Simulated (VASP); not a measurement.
# Mn (Fm-3m) in VASP: further runs

The runs below take Mn through single point, with r2SCAN.

All numbers are computed with VASP 6.6.1; they aren't measurements. Logs are shortened: lines on timing, memory, paths and dates and some standing lists are left out, and cuts for length are marked.

## 1. The cell of the first run

The structure is cubic, space group Fm-3m (No. 225). Conventional cell: a = 3.472 Å, b = 3.472 Å, c = 3.472 Å, α = 90.00°, β = 90.00°, γ = 90.00°. Mn (site symmetry m-3m) has 12 Mn at 2.45 Å within 3.2 Å.

## 2. Single point, r2SCAN

POSCAR reads:

```
Mn
1.0
    0.0000000000      1.7357909665      1.7357909665
    1.7357909665      0.0000000000      1.7357909665
    1.7357909665      1.7357909665      0.0000000000
Mn
1
Direct
    0.0000000000      0.0000000000      0.0000000000
```

INCAR.step1 reads:

```
ALGO     = Normal         # electronic algorithm
EDIFF    = 1E-4           # SCF threshold, eV
ENCUT    = 520            # plane-wave cutoff, eV
GGA      = PE             # functional
ISMEAR   = -1             # smearing method
LASPH    = True           # aspherical terms in the spheres
LCHARG   = False          # write CHGCAR
LREAL    = False          # projectors in reciprocal space
LWAVE    = True           # write WAVECAR
NBANDS   = 12             # bands
NELM     = 80             # most SCF steps
PREC     = Accurate       # precision mode
SIGMA    = 0.1            # smearing width, eV
```

INCAR.step2 reads:

```
ALGO     = Normal         # electronic algorithm
EDIFF    = 1E-6           # SCF threshold, eV
ENCUT    = 520            # plane-wave cutoff, eV
ISIF     = 2              # what is computed and relaxed
ISMEAR   = -1             # smearing method
ISTART   = 1            
LASPH    = True           # aspherical terms in the spheres
LCHARG   = False          # write CHGCAR
LMIXTAU  = True         
LREAL    = False          # projectors in reciprocal space
LWAVE    = False          # write WAVECAR
METAGGA  = R2SCAN         # meta-GGA
NBANDS   = 12             # bands
NELM     = 80             # most SCF steps
PREC     = Accurate       # precision mode
SIGMA    = 0.1            # smearing width, eV
```

KPOINTS reads:

```
k-points
0
Gamma
  25 25 25
```

Potentials or basis: VASP PAW PBE potentials, release 64 (Mn_pv).

Command:

```sh
cat potpaw_PBE.64/Mn_pv/POTCAR > POTCAR
cp INCAR.step1 INCAR
mpirun -np 1 vasp_std > vasp.out
cp INCAR.step2 INCAR
mpirun -np 1 vasp_std > vasp.out
```

OUTCAR:

```text
EDIFF = 1E-6
   ENCUT = 520
   ISIF = 2
   ISMEAR = -1
   ISTART = 1
   LASPH = True
   LREAL = False
   METAGGA = R2SCAN
   NELM = 80
   PREC = Accurate

 ion  position               nearest neighbor table
   1  0.000  0.000  0.000-

  LATTYP: Found a face centered cubic cell.
 ALAT       =     3.4715819330

  Lattice vectors:

 A1 = (   0.0000000000,   1.7357909665,   1.7357909665)
 A2 = (   1.7357909665,   0.0000000000,   1.7357909665)
 A3 = (   1.7357909665,   1.7357909665,   0.0000000000)

Analysis of symmetry for initial positions (statically):
=====================================================================
 Subroutine PRICEL returns:
 Original cell was already a primitive cell.

 Routine SETGRP: Setting up the symmetry group for a
 face centered cubic supercell.

 Subroutine GETGRP returns: Found 48 space group operations
 (whereof 48 operations were pure point group operations)
 out of a pool of 48 trial point group operations.

The static configuration has the point symmetry O_h .

Analysis of symmetry for dynamics (positions and initial velocities):
=====================================================================
 Subroutine PRICEL returns:
 Original cell was already a primitive cell.

 Routine SETGRP: Setting up the symmetry group for a
 face centered cubic supercell.

 Subroutine GETGRP returns: Found 48 space group operations
 (whereof 48 operations were pure point group operations)
 out of a pool of 48 trial point group operations.

The dynamic configuration has the point symmetry O_h .

 Subroutine INISYM returns: Found 48 space group operations
 (whereof 48 operations are pure point group operations),
 and found     1 'primitive' translations

----------------------------------------------------------------------------------------

                                     Primitive cell

  volume of cell :      10.4598

  direct lattice vectors                    reciprocal lattice vectors
     0.000000000  1.735790966  1.735790966    -0.288053118  0.288053118  0.288053118
     1.735790966  0.000000000  1.735790966     0.288053118 -0.288053118  0.288053118
     1.735790966  1.735790966  0.000000000     0.288053118  0.288053118 -0.288053118

  length of vectors
     2.454779126  2.454779126  2.454779126     0.498922636  0.498922636  0.498922636

[... 77 lines left out ...]
   NELM   =     80;   NELMIN=  2; NELMDL=  0     # of ELM steps
   EDIFF  = 0.1E-05   stopping-criterion for ELM
   LREAL  =      F    real-space projection
   EDIFFG = 0.1E-04   stopping-criterion for IOM
   NSW    =      0    number of steps for IOM
   IBRION =     -1    ionic relax: 0-MD 1-quasi-New 2-CG
   NFREE  =      0    steps in history (QN), initial steepest desc. (CG)
   ISIF   =      2    stress and relaxation
   ISYM   =      2    0-nonsym 1-usesym 2-fastsym
   POTIM  = 0.5000    time-step for ionic-motion
   TEBEG  =    0.0;   TEEND  =   0.0 temperature during run
   PSTRESS=    0.0 pullay stress
   NELECT =      13.0000    total number of electrons
   NUPDOWN=      -1.0000    fix difference up-down
   EMIN   =  10.00;   EMAX   =-10.00  energy-range for DOS
   EFERMI =   0.00;   METHOD = LEGACY
   ISMEAR =    -1;   SIGMA  =   0.10  broadening in eV -4-tet -1-fermi 0-gaus
   EFERMI_NEDOS =   21; number of points for ismear=-14 and -15
   IALGO  =     38    algorithm
   IMIX   =      4    mixing-type and parameters
     AMIX     =   0.40;   BMIX     =  1.00
     AMIX_MAG =   1.60;   BMIX_MAG =  1.00
  volume/ion in A,a.u.               =      10.46        70.59
  Fermi-wavevector in a.u.,A,eV,Ry     =   1.760145  3.326192 42.152367  3.098112
  Thomas-Fermi vector in A             =   2.828969
   LORBIT       =      0    0 simple, 1 ext, 2 COOP (PROOUT), +10 PAW based schemes
   METAGGA = R2SCAN    functional components
   LHFCALC =     F    Hartree Fock is set to
   AEXX    =    0.0000 exact exchange contribution
   IVDW    =     0    specifies the selected vdW correction
   LEPSILON=     F    determine dielectric tensor
   LRPA    =     F    only Hartree local field effects (RPA)
 non-spin polarized calculation
  energy-cutoff  :      520.00
  volume of cell :       10.46
 maximum number of plane-waves:       295
   NGX =  9   NGY =  9   NGZ =  9

 number of electron      13.0000014 magnetization

 Free energy of the ion-electron system (eV)
  ---------------------------------------------------
  ext. energy  EPLUGINS =         0.00000000
  ---------------------------------------------------
  free energy    TOTEN  =       -14.27791422 eV

  energy without entropy =      -14.23416495  energy(sigma->0) =      -14.25603959

 E-fermi :  10.8251     XC(G=0): -15.5960

 val. band max:       10.8180269229   @ k =   0.4000   0.3200   0.0000
 cond. band min:      10.8257750042   @ k =   0.2000   0.1600   0.0400
 fundamental gap:      0.0077480814
 Fermi energy:        10.8250711335

 k-point     1 :       0.0000    0.0000    0.0000
  band No.  band energies     occupation
      1     -38.6298      2.00000
      2     -38.6298      2.00000
      3     -38.6296      2.00000
      4       1.8127      2.00000
      5       9.5108      2.00000
      6       9.5109      2.00000
      7       9.5109      2.00000
      8      11.4883      0.00263
      9      11.4883      0.00263
     10      32.9990      0.00000
     11      38.6980      0.00000
     12      39.5348      0.00000
[... 331 lines left out ...]
 k-point    24 :       0.4400    0.0400    0.0000
  band No.  band energies     occupation
      1     -39.4476      2.00000
      2     -38.7425      2.00000
      3     -38.7408      2.00000
      4       5.8372      2.00000
      5       9.4635      2.00000
      6       9.5742      1.99999
      7      10.3565      1.98172
      8      12.5744      0.00000
      9      12.6499      0.00000
     10      21.4823      0.00000
     11      31.9946      0.00000
     12      37.8078      0.00000

 [... further k-points ...]
[... 5 lines left out ...]
  --------------------------------------------------------------------------------------
  -------------------------------------------------------------------------------------
  Total        0.0184140      0.0184140      0.0184140     -0.0000000      0.0000000     -0.0000000
  in kB        2.8205741      2.8205741      2.8205741     -0.0000000      0.0000000     -0.0000000
  external PRESSURE =       2.8205741 kB  Pullay stress =       0.0000000 kB

 VOLUME and BASIS-vectors are now :
 -----------------------------------------------------------------------------
  energy-cutoff  :      520.00
  volume of cell :       10.46
      direct lattice vectors                 reciprocal lattice vectors
     0.000000000  1.735790966  1.735790966    -0.288053118  0.288053118  0.288053118
     1.735790966  0.000000000  1.735790966     0.288053118 -0.288053118  0.288053118
     1.735790966  1.735790966  0.000000000     0.288053118  0.288053118 -0.288053118

 POSITION                                       TOTAL-FORCE (eV/Angst)
 -----------------------------------------------------------------------------------
      0.00000      0.00000      0.00000        -0.000000     -0.000000      0.000000
 -----------------------------------------------------------------------------------
    total drift:                                0.000000     -0.000000      0.000000

  FREE ENERGIE OF THE ION-ELECTRON SYSTEM (eV)
  ---------------------------------------------------
  free  energy   TOTEN  =       -14.2779142209 eV

  energy  without entropy=      -14.2341649495  energy(sigma->0) =      -14.25603959
```

OUTCAR.step1:

```text
EDIFF = 1E-4
   ENCUT = 520
   GGA = PE
   ISMEAR = -1
   LASPH = True
[... 574 lines left out ...]

 POSITION                                       TOTAL-FORCE (eV/Angst)
 -----------------------------------------------------------------------------------
      0.00000      0.00000      0.00000         0.000000      0.000000      0.000000
 -----------------------------------------------------------------------------------
    total drift:                                0.000000     -0.000000      0.000000

  FREE ENERGIE OF THE ION-ELECTRON SYSTEM (eV)
  ---------------------------------------------------
  free  energy   TOTEN  =        -8.9329668005 eV

  energy  without entropy=       -8.8849264475  energy(sigma->0) =       -8.90894662
```

Wall time 6.1 min (1 thread of AMD EPYC 7R43 (Zen 3), shared host); peak memory 0.13 GiB.

Results:

```
Free energy : -14.2779 eV
Pressure    : 0.3 GPa
```

Levels at points of the mesh, in eV from the Fermi level:
| k point | band 5 | band 6 | band 7 | band 8 | band 9 | band 10 |
| --- | --- | --- | --- | --- | --- | --- |
| (0.00, 0.00, 0.00) | -1.31 | -1.31 | -1.31 | 0.66 | 0.66 | 22.17 |

Caveat: the PAW data sets were made with another functional, which shifts forces and pressure a little; the run has no spin polarisation, though such a crystal can be magnetic. Spin polarisation is off, so any magnetic state and its effect on volume and gap are missing.

## 3. Single point, r2SCAN

POSCAR reads:

```
Mn
1.0
    0.0000000000      1.7357909671      1.7357909671
    1.7357909671      0.0000000000      1.7357909671
    1.7357909671      1.7357909671      0.0000000000
Mn
1
Direct
    0.0000000000      0.0000000000      0.0000000000
```

INCAR.step1 reads:

```
PREC     = Accurate       # precision mode
ENCUT    = 550            # plane-wave cutoff, eV
ISMEAR   = -1             # smearing method
SIGMA    = 0.1            # smearing width, eV
LREAL    = False          # projectors in reciprocal space
LASPH    = True           # aspherical terms in the spheres
NELM     = 120            # most SCF steps
NBANDS   = 12             # bands
GGA      = PE             # functional
ALGO     = Normal         # electronic algorithm
EDIFF    = 1E-5           # SCF threshold, eV
LWAVE    = True           # write WAVECAR
LCHARG   = False          # write CHGCAR
GGA_COMPAT= False
```

INCAR.step2 reads:

```
PREC     = Accurate       # precision mode
ENCUT    = 550            # plane-wave cutoff, eV
EDIFF    = 1E-6           # SCF threshold, eV
ISMEAR   = -1             # smearing method
SIGMA    = 0.1            # smearing width, eV
LREAL    = False          # projectors in reciprocal space
LASPH    = True           # aspherical terms in the spheres
NELM     = 120            # most SCF steps
ALGO     = Normal         # electronic algorithm
ISIF     = 2              # what is computed and relaxed
LWAVE    = False          # write WAVECAR
LCHARG   = False          # write CHGCAR
METAGGA  = R2SCAN         # meta-GGA
LMIXTAU  = True         
NBANDS   = 12             # bands
ISTART   = 1            
GGA_COMPAT= False
```

KPOINTS reads:

```
Automatic mesh
0
Gamma
  8 8 8
```

Potentials or basis: VASP PAW PBE potentials, release 64 (Mn_pv).

Command:

```sh
cat potpaw_PBE.64/Mn_pv/POTCAR > POTCAR
cp INCAR.step1 INCAR
mpirun -np 1 vasp_std > vasp.out
cp INCAR.step2 INCAR
mpirun -np 1 vasp_std > vasp.out
```

Wall time 29 s (1 thread of AMD EPYC 7R13, shared host); peak memory 0.1 GiB.

Results (log left out):

- Free energy: -14.2702 eV
- Pressure: 0.2 GPa

Levels at points of the mesh, in eV from the Fermi level:
| k point | band 3 | band 4 | band 5 | band 6 | band 7 | band 8 | band 9 | band 10 | band 11 | band 12 |
| --- | --- | --- | --- | --- | --- | --- | --- | --- | --- | --- |
| (0.00, 0.00, 0.00) | -49.48 | -9.06 | -1.34 | -1.34 | -1.34 | 0.62 | 0.62 | 22.11 | 28.65 | 28.65 |
| (0.50, 0.00, 0.00) | -49.59 | -5.02 | -1.38 | -1.38 | 0.26 | 1.79 | 1.79 | 9.61 | 20.94 | 27.68 |
| (0.50, 0.50, 0.00) | -49.78 | -5.16 | -4.37 | 1.83 | 2.06 | 2.06 | 3.55 | 12.96 | 16.79 | 16.79 |

Caveat: the k points lie up to 0.39 Å⁻¹ apart; the PAW data sets were made with another functional, which shifts forces and pressure a little; the run has no spin polarisation, though such a crystal can be magnetic. Spin polarisation is off, so any magnetic state and its effect on volume and gap are missing.
